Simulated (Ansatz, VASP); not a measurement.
## Ge in VASP and in Ansatz

Contents of INCAR:

```
SYSTEM = Ge
PREC = Accurate
ENCUT = 520
EDIFF = 1E-6
ISMEAR = 0
SIGMA = 0.15
LREAL = .False.
LASPH = .True.
NELM = 60
ALGO = Fast
ISIF = 2
LWAVE = .False.
LCHARG = .False.
GGA = PS
NBANDS = 66
```

File KPOINTS:

```
regular mesh
0
Gamma
  11 11 3
  0 0 0
```

The input POSCAR:

```
Ge
1.0
   -2.0020822485     -3.4677081753      0.0000000000
    2.0020822485     -3.4677081753      0.0000000000
    0.0000000000     -1.1561339057     13.1450496104
Ge
8
Direct
   -0.0261397818     -0.0261397818      0.1568073295
   -0.0572102182     -0.0572102182      0.3431926705
   -0.1094897818     -0.1094897818      0.6568073295
   -0.1405602182     -0.1405602182      0.8431926705
    0.6509736565      0.6509736565      0.0941392333
    0.2656763435      0.2656763435      0.4058607667
    0.2342903231      0.2342903231      0.5941392333
    0.5156596769      0.5156596769      0.9058607667
```

Input for Ansatz:

```yaml
crystal:
  lattice:
    - [-2.0020822485, -3.4677081753, 0.0]
    - [2.0020822485, -3.4677081753, 0.0]
    - [0.0, -1.1561339057, 13.1450496104]
  atoms:
    - { symbol: Ge, position: [-0.0261397818, -0.0261397818, 0.1568073295] }
    - { symbol: Ge, position: [-0.0572102182, -0.0572102182, 0.3431926705] }
    - { symbol: Ge, position: [-0.1094897818, -0.1094897818, 0.6568073295] }
    - { symbol: Ge, position: [-0.1405602182, -0.1405602182, 0.8431926705] }
    - { symbol: Ge, position: [0.6509736565, 0.6509736565, 0.0941392333] }
    - { symbol: Ge, position: [0.2656763435, 0.2656763435, 0.4058607667] }
    - { symbol: Ge, position: [0.2342903231, 0.2342903231, 0.5941392333] }
    - { symbol: Ge, position: [0.5156596769, 0.5156596769, 0.9058607667] }
basis:
  ecutwfc: 420
kpoints:
  mp_grid: { grid: [11, 11, 3] }
hamiltonian:
  xc: pbesol
scf:
  occupations: { method: gaussian, width: 0.15 }
output:
  forces: true
  stress: true
  eigenvalues: true
```

Alike in both runs: task single point; functional PBEsol; k mesh 11 × 11 × 3; occupations gaussian, width 0.15 eV; no spin polarisation.

|  | VASP | Ansatz |
| --- | --- | --- |
| version | VASP 6.6.1 | Ansatz 0.2.0 |
| potentials or method | VASP PAW PBE potentials, release 64 (Ge_d), cutoff 520 eV | scalar-relativistic, plane waves, PAW |
| valence electrons in the cell | 112 | 112 |

Ansatz gave:

```
gap on the k mesh at the Fermi level (eV)                     : none
pressure (GPa)                                                : -0.2
traceless stress, the component that is largest in VASP (GPa) : 2.77
rms of the force components (eV/Å)                            : 0.322
```

Which values does VASP return?

gap on the k mesh at the Fermi level (eV): none; pressure (GPa): -0.2; traceless stress, the component that is largest in VASP (GPa): 2.78; rms of the force components (eV/Å): 0.322.

VASP's potentials were made for PBE, not for PBEsol. Atom by atom the forces differ by 0.002 eV/Å (rms over components). A gap of «none» marks a metal or a gap that the smearing closes.
